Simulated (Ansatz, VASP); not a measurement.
Two plane-wave programs on BP

```
CELL_PARAMETERS angstrom
0.00000 2.29886 2.29886
2.29886 0.00000 2.29886
2.29886 2.29886 0.00000
ATOMIC_POSITIONS crystal
B 0.00000 0.00000 0.00000
P 0.75000 0.75000 0.75000
```

Change from the starting cell: volume scaled by 1.04, PAW files.

Alike in both runs: task electric field gradients; functional PBE; k mesh 15 × 15 × 15; occupations fermi-dirac, width 0.05 eV; no spin polarisation.

|  | VASP | Ansatz |
| --- | --- | --- |
| version | VASP 6.6.1 | Ansatz 0.2.0 |
| potentials or method | VASP PAW PBE potentials, release 64 (B, P) | PAW with Ansatz's default frozen-core files, scalar-relativistic |
| plane-wave cutoff (eV) | 520 | 420 |
| valence electrons in the cell | 8 | 8 |

```tsv
	VASP	Ansatz	Ansatz less VASP
pressure (GPa)	-5.1	-4.9	+0.20
```
